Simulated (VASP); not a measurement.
# K2Ir (fluorite type) (Fm-3m) in VASP: further runs

The runs below take K2Ir (fluorite type) through electric field gradients, single point, with PBEsol.

All numbers are computed with VASP 6.6.1; they aren't measurements. Logs are shortened: lines on timing, memory, paths and dates and some standing lists are left out, and cuts for length are marked.

## Step 1: The cell of the first run

Symmetry: Fm-3m, No. 225, cubic system. Conventional cell: a = 7.583 Å, b = 7.583 Å, c = 7.583 Å, α = 90.00°, β = 90.00°, γ = 90.00°. Within 4.3 Å of Ir (site symmetry m-3m) lie 8 K at 3.28 Å. Within 4.3 Å of K (site symmetry -43m) lie 4 Ir at 3.28 Å and 6 K at 3.79 Å.

## Step 2: Electric field gradients, PBEsol

INCAR reads:

```
ALGO = Normal ; EDIFF = 1E-8
ENCUT = 520 ; GGA = PS
ISIF = 2 ; ISMEAR = -1
LASPH = T ; LCHARG = F
LEFG = T ; LREAL = F
LWAVE = F ; NBANDS = 20
NELM = 80 ; PREC = Accurate
SIGMA = 0.05
```

KPOINTS reads:

```
k-points
0
Gamma
  8 8 8
```

POSCAR reads:

```
K2Ir
1.0
    0.0000000000      3.7916110522      3.7916110522
    3.7916110522      0.0000000000      3.7916110522
    3.7916110522      3.7916110522      0.0000000000
Ir K
1 2
Direct
    0.0000000000      0.0000000000      0.0000000000
    0.2500000000      0.2500000000      0.2500000000
    0.7500000000      0.7500000000      0.7500000000
```

Potentials or basis: VASP PAW PBE potentials, release 64 (Ir, K_sv).

Run with:

```bash
> cat potpaw_PBE.64/Ir/POTCAR potpaw_PBE.64/K_sv/POTCAR > POTCAR
> mpirun -np 1 vasp_std > vasp.out
```

OUTCAR:

```text
EDIFF = 1E-8
   ENCUT = 520
   GGA = PS
   ISIF = 2
   ISMEAR = -1
   LASPH = T
   LREAL = F
   NELM = 80
   PREC = Accurate

 ion  position               nearest neighbor table
   1  0.000  0.000  0.000-   3 3.28   3 3.28   3 3.28   2 3.28   3 3.28   2 3.28   2 3.28   2 3.28

   2  0.250  0.250  0.250-   1 3.28   1 3.28   1 3.28   1 3.28   3 3.79   3 3.79   3 3.79   3 3.79
                             3 3.79   3 3.79
   3  0.750  0.750  0.750-   1 3.28   1 3.28   1 3.28   1 3.28   2 3.79   2 3.79   2 3.79   2 3.79
                             2 3.79   2 3.79

  LATTYP: Found a face centered cubic cell.
 ALAT       =     7.5832221044

  Lattice vectors:

 A1 = (   0.0000000000,   3.7916110522,   3.7916110522)
 A2 = (   3.7916110522,   0.0000000000,   3.7916110522)
 A3 = (   3.7916110522,   3.7916110522,   0.0000000000)

Analysis of symmetry for initial positions (statically):
=====================================================================
 Subroutine PRICEL returns:
 Original cell was already a primitive cell.

 Routine SETGRP: Setting up the symmetry group for a
 face centered cubic supercell.

 Subroutine GETGRP returns: Found 48 space group operations
 (whereof 48 operations were pure point group operations)
 out of a pool of 48 trial point group operations.

The static configuration has the point symmetry O_h .

Analysis of symmetry for dynamics (positions and initial velocities):
=====================================================================
 Subroutine PRICEL returns:
 Original cell was already a primitive cell.

 Routine SETGRP: Setting up the symmetry group for a
 face centered cubic supercell.

 Subroutine GETGRP returns: Found 48 space group operations
 (whereof 48 operations were pure point group operations)
 out of a pool of 48 trial point group operations.

The dynamic configuration has the point symmetry O_h .

 Subroutine INISYM returns: Found 48 space group operations
 (whereof 48 operations are pure point group operations),
 and found     1 'primitive' translations

[... 133 lines left out ...]
 number of electron      27.0000004 magnetization

 Free energy of the ion-electron system (eV)
  ---------------------------------------------------
  ext. energy  EPLUGINS =         0.00000000
  ---------------------------------------------------
  free energy    TOTEN  =        -8.43744252 eV

  energy without entropy =       -8.30675984  energy(sigma->0) =       -8.37210118

 E-fermi :   0.2482     XC(G=0):  -7.8278

 val. band max:        0.2449390644   @ k =   0.5000   0.3750   0.0000
 cond. band min:       0.2719364580   @ k =   0.5000   0.5000   0.0000
 fundamental gap:      0.0269973936
 Fermi energy:         0.2481583224

 k-point     1 :       0.0000    0.0000    0.0000
  band No.  band energies     occupation
      1     -29.5971      2.00000
      2     -29.5309      2.00000
      3     -13.2765      2.00000
      4     -13.2765      2.00000
      5     -13.2765      2.00000
      6     -13.0524      2.00000
[... 541 lines left out ...]
     19       6.1474      0.00000
     20       6.5227      0.00000

 [... further k-points ...]

------------------------ aborting loop because EDIFF is reached ----------------------------------------

  FORCE on cell =-STRESS in cart. coord.  units (eV):
  Direction    XX          YY          ZZ          XY          YZ          ZX
  --------------------------------------------------------------------------------------
  -------------------------------------------------------------------------------------
  Total        0.0170814      0.0170814      0.0170814     -0.0000000     -0.0000000      0.0000000
  in kB        0.2510346      0.2510346      0.2510346     -0.0000000     -0.0000000      0.0000000
  external PRESSURE =       0.2510346 kB  Pullay stress =       0.0000000 kB

 VOLUME and BASIS-vectors are now :
 -----------------------------------------------------------------------------
  energy-cutoff  :      520.00
  volume of cell :      109.02
      direct lattice vectors                 reciprocal lattice vectors
     0.000000000  3.791611052  3.791611052    -0.131870066  0.131870066  0.131870066
     3.791611052  0.000000000  3.791611052     0.131870066 -0.131870066  0.131870066
     3.791611052  3.791611052  0.000000000     0.131870066  0.131870066 -0.131870066

 POSITION                                       TOTAL-FORCE (eV/Angst)
 -----------------------------------------------------------------------------------
      0.00000      0.00000      0.00000         0.000000     -0.000000      0.000000
      1.89581      1.89581      1.89581        -0.000000     -0.000000     -0.000000
      5.68742      5.68742      5.68742         0.000000      0.000000      0.000000
 -----------------------------------------------------------------------------------
    total drift:                               -0.000000     -0.000000      0.000000

  FREE ENERGIE OF THE ION-ELECTRON SYSTEM (eV)
  ---------------------------------------------------
  free  energy   TOTEN  =        -8.4374425214 eV

  energy  without entropy=       -8.3067598403  energy(sigma->0) =       -8.37210118

 Electric field gradients (V/A^2)
---------------------------------------------------------------------
 ion       V_xx      V_yy      V_zz      V_xy      V_xz      V_yz
---------------------------------------------------------------------
   1       0.000     0.000    -0.000    -0.000    -0.000    -0.000
   2      -0.000    -0.000     0.000     0.000     0.000     0.000
   3      -0.000    -0.000     0.000     0.000     0.000     0.000
---------------------------------------------------------------------

 Electric field gradients after diagonalization (V/A^2)
 (convention: |V_zz| > |V_xx| > |V_yy|)
----------------------------------------------------------------------
 ion       V_xx      V_yy      V_zz     asymmetry (V_yy - V_xx)/ V_zz
----------------------------------------------------------------------
   1       0.000     0.000    -0.000       0.000
   2      -0.000    -0.000     0.001       0.000
   3      -0.000    -0.000     0.001       0.000
----------------------------------------------------------------------

           NMR quadrupolar parameters

 Cq : quadrupolar parameter    Cq=e*Q*V_zz/h
 eta: asymmetry parameters     (V_yy - V_xx)/ V_zz
 Q  : nuclear electric quadrupole moment in mb (millibarn)
----------------------------------------------------------------------
 ion       Cq(MHz)       eta       Q (mb)
----------------------------------------------------------------------
   1      -0.000       0.000       1.000
   2       0.000       0.000       1.000
   3       0.000       0.000       1.000
----------------------------------------------------------------------
```

OSZICAR:

```text
N       E                     dE             d eps       ncg     rms          rms(c)
DAV:   1     0.202923792652E+03    0.20292E+03   -0.11720E+04  1160   0.116E+03
DAV:   2     0.920877057033E+01   -0.19372E+03   -0.18112E+03  1172   0.340E+02
DAV:   3    -0.734982240015E+01   -0.16559E+02   -0.16277E+02  1692   0.846E+01
DAV:   4    -0.883805753014E+01   -0.14882E+01   -0.14792E+01  1928   0.189E+01
DAV:   5    -0.885957813736E+01   -0.21521E-01   -0.21519E-01  1596   0.191E+00    0.571E+00
DAV:   6    -0.850607600498E+01    0.35350E+00   -0.15670E+00  1584   0.562E+00    0.536E+00
DAV:   7    -0.845760318830E+01    0.48473E-01   -0.21341E-01  2008   0.299E+00    0.298E+00
DAV:   8    -0.843457538118E+01    0.23028E-01   -0.69998E-02  1316   0.170E+00    0.448E-01
DAV:   9    -0.843653555247E+01   -0.19602E-02   -0.68465E-03  1744   0.477E-01    0.203E-01
DAV:  10    -0.843707811703E+01   -0.54256E-03   -0.59136E-04  1316   0.150E-01    0.850E-02
DAV:  11    -0.843742135598E+01   -0.34324E-03   -0.47546E-04  1484   0.110E-01    0.161E-02
DAV:  12    -0.843743962323E+01   -0.18267E-04   -0.63358E-05  1500   0.415E-02    0.108E-02
DAV:  13    -0.843744271262E+01   -0.30894E-05   -0.14778E-05  1404   0.191E-02    0.223E-03
DAV:  14    -0.843744258455E+01    0.12807E-06   -0.11401E-06  1792   0.490E-03    0.114E-03
DAV:  15    -0.843744251556E+01    0.68983E-07   -0.94057E-08  1452   0.196E-03    0.457E-04
DAV:  16    -0.843744252138E+01   -0.58162E-08   -0.19187E-08  1240   0.752E-04
   1 F= -.84374425E+01 E0= -.83721012E+01  d E =-.130683E+00
```

Run time: 43 s. Hardware: 1 thread of AMD EPYC 9R45 (Zen 5), shared host; peak memory 0.23 GiB.

Results:

```yaml
Free_energy: -8.4374 eV
Pressure: 0.0 GPa
Band_gap_on_the_k_mesh: zero (an odd number of electrons rules out a gap without spin polarisation)
Largest_electric_field_gradient_by_atom: under 0.05 V/Å² on every atom
```

Levels at points of the mesh, in eV from the Fermi level:
```csv
k point,band 12,band 13,band 14,band 15,band 16,band 17
"(0.00, 0.00, 0.00)",-0.07,-0.07,-0.07,3.12,3.12,3.12
"(0.50, 0.00, 0.00)",-0.17,-0.07,-0.07,0.94,3.75,3.75
"(0.50, 0.50, 0.00)",-0.05,-0.05,0.02,1.16,3.55,3.73
```

Caveat: the PAW data sets were made with another functional, which shifts forces and pressure a little; spin-orbit coupling is left out, which moves the levels of the heavy elements.

## Step 3: Single point, PBEsol

POSCAR is that of step 2.

INCAR.step1 reads:

```
PREC = Accurate
ENCUT = 520
EDIFF = 1E-6
ISMEAR = -1
SIGMA = 0.05
LREAL = F
LASPH = T
NELM = 80
ALGO = Normal
ISIF = 2
LWAVE = F
LCHARG = T
LMAXMIX = 4
GGA = PS
NBANDS = 20
```

KPOINTS.step1 reads:

```
Automatic mesh
0
Gamma
  8 8 8
```

INCAR.step2 reads:

```
PREC = Accurate
ENCUT = 520
EDIFF = 1E-6
ISMEAR = -5
SIGMA = 0.05
LREAL = F
LASPH = T
NELM = 80
ALGO = Normal
ISIF = 2
LWAVE = F
LCHARG = F
LMAXMIX = 4
GGA = PS
LORBIT = 11
NBANDS = 20
NEDOS = 1001
ICHARG = 11
```

KPOINTS.step2 reads:

```
Automatic mesh
0
Gamma
  12 12 12
```

Potentials or basis: VASP PAW PBE potentials, release 64 (Ir, K_sv).

Run with:

```bash
> cat potpaw_PBE.64/Ir/POTCAR potpaw_PBE.64/K_sv/POTCAR > POTCAR
> cp INCAR.step1 INCAR
> cp KPOINTS.step1 KPOINTS
> mpirun -np 1 vasp_std > vasp.out
> cp INCAR.step2 INCAR
> cp KPOINTS.step2 KPOINTS
> mpirun -np 1 vasp_std > vasp.out
```

It took 88 s on 1 thread of AMD EPYC 9R45 (Zen 5), shared host; peak memory 0.29 GiB.

The run converged. Its results:

| Item | Value |
| --- | --- |
| Valence electrons inside the program's atomic spheres | Ir 7.95; K 7.57 |

Levels at points of the mesh, in eV from the Fermi level:
| k point | band 12 | band 13 | band 14 | band 15 | band 16 | band 17 |
| --- | --- | --- | --- | --- | --- | --- |
| (0.00, 0.00, 0.00) | -0.01 | -0.01 | -0.01 | 3.18 | 3.18 | 3.18 |
| (0.50, 0.00, 0.00) | -0.11 | -0.01 | -0.01 | 1.00 | 3.81 | 3.81 |
| (0.50, 0.50, 0.00) | 0.01 | 0.01 | 0.08 | 1.22 | 3.61 | 3.79 |

Caveat: the PAW data sets were made with another functional, which shifts forces and pressure a little; spin-orbit coupling is left out, which moves the levels of the heavy elements.

The gap in the log of VASP goes by the Fermi energy; the results here count the filled bands.